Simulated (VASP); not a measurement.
# Ir (Fm-3m) in VASP: notebook, part 2 of 2

VASP 6.6.1. Earlier steps stand in the parts before.

## (5) Relaxation of cell and atoms, PBE+D4

This run uses another cell than the first one, of 14.06 Å³/atom, 0.994 times its volume.

Contents of INCAR:

```
SYSTEM = Ir
  PREC = Accurate
  ENCUT = 600
  EDIFF = 1E-6
  ISMEAR = 1
  SIGMA = 0.05
  LREAL = .False.
  LASPH = .True.
  NELM = 60
  ALGO = Normal
  ISIF = 3
  LWAVE = .False.
  LCHARG = .False.
  GGA = PE
  IVDW = 13
  IBRION = 2
  NSW = 80
  EDIFFG = -0.01
```

Contents of KPOINTS:

```
Automatic mesh
0
Gamma
  13 13 13
  0 0 0
```

Contents of POSCAR:

```
Ir
1.0
    0.0000000000      1.9156000000      1.9156000000
    1.9156000000      0.0000000000      1.9156000000
    1.9156000000      1.9156000000      0.0000000000
Ir
1
Direct
    0.0000000000      0.0000000000      0.0000000000
```

Potentials or basis: VASP PAW PBE potentials, release 64 (Ir).

The run is started by

```
cat potpaw_PBE.64/Ir/POTCAR > POTCAR
mpirun -np 1 vasp_std > vasp.out
```

OUTCAR:

```text
SYSTEM = Ir
   PREC = Accurate
   ENCUT = 600
   EDIFF = 1E-6
   ISMEAR = 1
   LREAL = .False.
   LASPH = .True.
   NELM = 60
   ISIF = 3
   GGA = PE
   IVDW = 13
   IBRION = 2
   NSW = 80
   EDIFFG = -0.01

 ion  position               nearest neighbor table
   1  0.000  0.000  0.000-

  LATTYP: Found a face centered cubic cell.
 ALAT       =     3.8312000000

  Lattice vectors:

 A1 = (   0.0000000000,   1.9156000000,   1.9156000000)
 A2 = (   1.9156000000,   0.0000000000,   1.9156000000)
 A3 = (   1.9156000000,   1.9156000000,   0.0000000000)

Analysis of symmetry for initial positions (statically):
=====================================================================
 Subroutine PRICEL returns:
 Original cell was already a primitive cell.

 Routine SETGRP: Setting up the symmetry group for a
[... 213 lines left out ...]
 fundamental gap:      0.0309526831
 Fermi energy:         9.8846732949

 k-point     1 :       0.0000    0.0000    0.0000
  band No.  band energies     occupation
      1      -0.9101      2.00000
      2       6.1777      2.00000
      3       6.1777      2.00000
      4       6.1777      2.00000
      5       8.7398      2.00000
      6       8.7398      2.00000
      7      24.2621      0.00000
      8      29.6690      0.00000
[... 291 lines left out ...]
--------------------------------------- Ionic step        3  -------------------------------------------

 number of electron       9.0000000 magnetization

 Free energy of the ion-electron system (eV)
  ---------------------------------------------------
  ext. energy  EPLUGINS =         0.00000000
  ---------------------------------------------------
  free energy    TOTEN  =        -8.83203040 eV

  energy without entropy =       -8.83216328  energy(sigma->0) =       -8.83207469

 E-fermi :  10.3858     XC(G=0): -13.9789

 val. band max:       10.3759089008   @ k =  -0.4615   0.4615   0.0000
 cond. band min:      10.4222371821   @ k =   0.3077   0.2308   0.0000
 fundamental gap:      0.0463282812
 Fermi energy:        10.3858344491

 k-point     1 :       0.0000    0.0000    0.0000
  band No.  band energies     occupation
      1      -0.7222      2.00000
      2       6.5087      2.00000
      3       6.5087      2.00000
      4       6.5087      2.00000
      5       9.1936      2.00000
      6       9.1936      2.00000
      7      24.7090      0.00000
      8      30.2896      0.00000
[... 285 lines left out ...]
  FREE ENERGIE OF THE ION-ELECTRON SYSTEM (eV)
  ---------------------------------------------------
  free  energy   TOTEN  =        -9.7545535678 eV

  energy  without entropy=       -9.7546864525  energy(sigma->0) =       -9.75459786

 reached required accuracy - stopping structural energy minimisation
```

It took 13 s on 1 thread of Intel Xeon 6975P-C, shared host; peak memory 0.16 GiB.

Results:

```
Free energy                            : -9.7546 eV
Relaxed volume                         : 14.17 Å³/atom
Relaxed cell                           : a = 2.716 Å, b = 2.716 Å, c = 2.716 Å, α = 60.00°, β = 60.00°, γ = 60.00°
Space group after relaxing (to 0.05 Å) : Fm-3m (No. 225)
Energy gained by relaxing              : 1.0 meV/atom
Ionic steps                            : 3
Pressure after relaxing                : 0.0 GPa
Dispersion energy per atom             : -0.923 eV
```

The path:
| step | energy change (eV) | largest force (eV/Å) | pressure (GPa) | volume (Å³) |
| --- | --- | --- | --- | --- |
| 1 | 0.0000 | 0.0000 | 2.92 | 14.06 |
| 2 | 0.0131 | 0.0000 | -10.35 | 14.59 |
| 3 | -0.0010 | 0.0000 | -0.03 | 14.17 |

Final structure:
```yaml
crystal:
  lattice:
    - [0.00000, 1.92048, 1.92048]
    - [1.92048, 0.00000, 1.92048]
    - [1.92048, 1.92048, 0.00000]
  atoms:
    - { symbol: Ir, position: [0.00000, 0.00000, 0.00000] }
```

Caveat: spin-orbit coupling is left out, which moves the levels of the heavy elements; pairwise dispersion overbinds metals, which lowers pressure and volume. Zero-point motion and thermal expansion aren't in these numbers.

## (6) Relaxation of cell and atoms, PBE+D3(BJ)

This run uses another cell than the first one, of 14.06 Å³/atom, 0.994 times its volume.

Contents of INCAR:

```
SYSTEM = Ir
PREC = Accurate
ENCUT = 600
EDIFF = 1E-6
ISMEAR = 1
SIGMA = 0.05
LREAL = .False.
LASPH = .True.
NELM = 80
ALGO = Normal
ISIF = 3
LWAVE = .False.
LCHARG = .False.
GGA = PE
IVDW = 12
IBRION = 2
NSW = 80
EDIFFG = -0.01
```

Contents of KPOINTS:

```
regular mesh
0
Gamma
  13 13 13
  0 0 0
```

POSCAR is that of step 5.

Potentials or basis: VASP PAW PBE potentials, release 64 (Ir).

The run is started by

```
cat potpaw_PBE.64/Ir/POTCAR > POTCAR
mpirun -np 1 vasp_std > vasp.out
```

Wall time 13 s (1 thread of Intel Xeon 6975P-C, shared host); peak memory 0.17 GiB.

Results (log left out):

| Quantity | Value |
| --- | --- |
| Free energy | -9.5662 eV |
| Relaxed volume | 14.20 Å³/atom |
| Relaxed cell | a = 2.718 Å, b = 2.718 Å, c = 2.718 Å, α = 60.00°, β = 60.00°, γ = 60.00° |
| Space group after relaxing (to 0.05 Å) | Fm-3m (No. 225) |
| Energy gained by relaxing | 1.6 meV/atom |
| Ionic steps | 3 |
| Pressure after relaxing | 0.0 GPa |
| Dispersion energy per atom | -0.732 eV |

The path:
| step | energy change (eV) | largest force (eV/Å) | pressure (GPa) | volume (Å³) |
| --- | --- | --- | --- | --- |
| 1 | 0.0000 | 0.0000 | 3.75 | 14.06 |
| 2 | 0.0210 | 0.0000 | -12.77 | 14.74 |
| 3 | -0.0016 | 0.0000 | -0.04 | 14.20 |

Final structure:
```
Ir
1.0
     0.00000    1.92191    1.92191
     1.92191    0.00000    1.92191
     1.92191    1.92191    0.00000
Ir
1
Direct
  0.00000 0.00000 0.00000
```

Levels at points of the mesh, in eV from the Fermi level:
| k point | band 1 | band 2 | band 3 | band 4 | band 5 | band 6 | band 7 | band 8 |
| --- | --- | --- | --- | --- | --- | --- | --- | --- |
| (0.00, 0.00, 0.00) | -11.08 | -3.86 | -3.86 | -3.86 | -1.19 | -1.19 | 14.33 | 19.89 |

Caveat: spin-orbit coupling is left out, which moves the levels of the heavy elements; pairwise dispersion overbinds metals, which lowers pressure and volume.

## (7) Relaxation of cell and atoms, revPBE+D3(BJ)

This run uses another cell than the first one, of 14.06 Å³/atom, 0.994 times its volume.

Contents of INCAR:

```
PREC = Accurate ; ENCUT = 600
EDIFF = 1E-6 ; ISMEAR = 1
SIGMA = 0.05 ; LREAL = False
LASPH = True ; NELM = 80
ALGO = Normal ; ISIF = 3
LWAVE = False ; LCHARG = False
GGA = RE ; IVDW = 12
IBRION = 2 ; NSW = 80
EDIFFG = -0.01
```

Contents of KPOINTS:

```
Automatic mesh
0
Gamma
  13 13 13
```

POSCAR is that of step 6.

Potentials or basis: VASP PAW PBE potentials, release 64 (Ir).

The run is started by

```
cat potpaw_PBE.64/Ir/POTCAR > POTCAR
mpirun -np 1 vasp_std > vasp.out
```

OUTCAR:

```text
PREC = Accurate
   ENCUT = 600
   EDIFF = 1E-6
   ISMEAR = 1
   LREAL = False
   LASPH = True
   NELM = 80
   ISIF = 3
   GGA = RE
   IVDW = 12
   IBRION = 2
   NSW = 80
   EDIFFG = -0.01
 IVDW          = 12

 ion  position               nearest neighbor table
   1  0.000  0.000  0.000-

  LATTYP: Found a face centered cubic cell.
 ALAT       =     3.8312000000

  Lattice vectors:

 A1 = (   0.0000000000,   1.9156000000,   1.9156000000)
 A2 = (   1.9156000000,   0.0000000000,   1.9156000000)
 A3 = (   1.9156000000,   1.9156000000,   0.0000000000)

Analysis of symmetry for initial positions (statically):
=====================================================================
 Subroutine PRICEL returns:
 Original cell was already a primitive cell.

 Routine SETGRP: Setting up the symmetry group for a
 face centered cubic supercell.

 Subroutine GETGRP returns: Found 48 space group operations
 (whereof 48 operations were pure point group operations)
 out of a pool of 48 trial point group operations.

The static configuration has the point symmetry O_h .

Analysis of symmetry for dynamics (positions and initial velocities):
=====================================================================
 Subroutine PRICEL returns:
 Original cell was already a primitive cell.
[... 147 lines left out ...]

 number of electron       9.0000000 magnetization

 Free energy of the ion-electron system (eV)
  ---------------------------------------------------
  ext. energy  EPLUGINS =         0.00000000
  ---------------------------------------------------
  free energy    TOTEN  =        -8.28453553 eV

  energy without entropy =       -8.28464996  energy(sigma->0) =       -8.28457367

------------------------ aborting loop because EDIFF is reached ----------------------------------------

 Edisp (eV)   -1.38895

 E8    (eV) :    -1.0013
[... 69 lines left out ...]
--------------------------------------- Ionic step        3  -------------------------------------------

 number of electron       9.0000000 magnetization

 Free energy of the ion-electron system (eV)
  ---------------------------------------------------
  ext. energy  EPLUGINS =         0.00000000
  ---------------------------------------------------
  free energy    TOTEN  =        -8.28053206 eV

  energy without entropy =       -8.28065229  energy(sigma->0) =       -8.28057214

 E-fermi :  10.6215     XC(G=0): -14.0146

 val. band max:       10.6095762484   @ k =  -0.4615   0.4615   0.0000
 cond. band min:      10.6573502577   @ k =   0.3077   0.2308   0.0000
 fundamental gap:      0.0477740093
 Fermi energy:        10.6215279473

 k-point     1 :       0.0000    0.0000    0.0000
  band No.  band energies     occupation
      1      -0.5839      2.00000
      2       6.6867      2.00000
      3       6.6867      2.00000
      4       6.6867      2.00000
      5       9.4090      2.00000
      6       9.4090      2.00000
      7      24.9008      0.00000
      8      30.5581      0.00000
[... 243 lines left out ...]
 k-point    24 :       0.4615    0.1538    0.0000
  band No.  band energies     occupation
      1       3.1965      2.00000
      2       5.9316      2.00000
      3       6.9959      2.00000
      4       7.4863      2.00000
      5      11.6100     -0.00000
      6      12.8039      0.00000
      7      19.3793      0.00000
      8      26.2297      0.00000

 [... further k-points ...]

------------------------ aborting loop because EDIFF is reached ----------------------------------------

 Edisp (eV)   -1.39309

 E8    (eV) :    -1.0043
[... 24 lines left out ...]
  FREE ENERGIE OF THE ION-ELECTRON SYSTEM (eV)
  ---------------------------------------------------
  free  energy   TOTEN  =        -9.6736201054 eV

  energy  without entropy=       -9.6737403363  energy(sigma->0) =       -9.67366018

 reached required accuracy - stopping structural energy minimisation
```

Run time: 12 s. Hardware: 1 thread of Intel Xeon 6975P-C, shared host; peak memory 0.17 GiB.

Results:

```yaml
Free_energy: -9.6736 eV
Relaxed_volume: 14.02 Å³/atom
Relaxed_cell: a = 2.706 Å, b = 2.706 Å, c = 2.706 Å, α = 60.00°, β = 60.00°, γ = 60.00°
Space_group_after_relaxing_to_0.05_Å: Fm-3m (No. 225)
Energy_gained_by_relaxing: 0.1 meV/atom
Ionic_steps: 3
Pressure_after_relaxing: 0.0 GPa
Dispersion_energy_per_atom: -1.393 eV
```

The path:
| step | energy change (eV) | largest force (eV/Å) | pressure (GPa) | volume (Å³) |
| --- | --- | --- | --- | --- |
| 1 | 0.0000 | 0.0000 | -1.07 | 14.06 |
| 2 | 0.0018 | 0.0000 | 4.31 | 13.87 |
| 3 | -0.0001 | 0.0000 | 0.04 | 14.02 |

Final structure:
```
CELL_PARAMETERS angstrom
0.00000 1.91378 1.91378
1.91378 0.00000 1.91378
1.91378 1.91378 0.00000
ATOMIC_POSITIONS crystal
Ir 0.00000 0.00000 0.00000
```

Caveat: the PAW data sets were made with another functional, which shifts forces and pressure a little; spin-orbit coupling is left out, which moves the levels of the heavy elements; pairwise dispersion overbinds metals, which lowers pressure and volume.

## (8) Summary

```tsv
task	level	cell	cutoff (eV)	gap on the mesh (eV)	pressure (GPa)	relaxed volume (Å³/atom)
single point	PBE+D4	a = 2.714 Å, angles 60.0°, 1 atom	520	none	0.6	-
single point	PBE+D3(BJ)	a = 2.716 Å, angles 60.0°, 1 atom	520	none	0.6	-
single point	revPBE+D3(BJ)	a = 2.705 Å, angles 60.0°, 1 atom	520	none	0.6	-
relaxation of cell and atoms	PBE+D4	relaxed from a = 2.709 Å, angles 60.0°, 1 atom	600	none	0.0	14.17
relaxation of cell and atoms	PBE+D3(BJ)	relaxed from a = 2.709 Å, angles 60.0°, 1 atom	600	none	0.0	14.20
relaxation of cell and atoms	revPBE+D3(BJ)	relaxed from a = 2.709 Å, angles 60.0°, 1 atom	600	none	0.0	14.02
```

Alike in all rows: potentials or basis VASP PAW PBE potentials, release 64 (Ir); no spin polarisation; k mesh 13 × 13 × 13; smearing methfessel-paxton 0.05 eV.

Caveats: spin-orbit coupling is left out, which moves the levels of the heavy elements; pairwise dispersion overbinds metals, which lowers pressure and volume; the PAW data sets were made with another functional, which shifts forces and pressure a little (some runs).

Absolute energies hang on the potentials; compare differences alone.
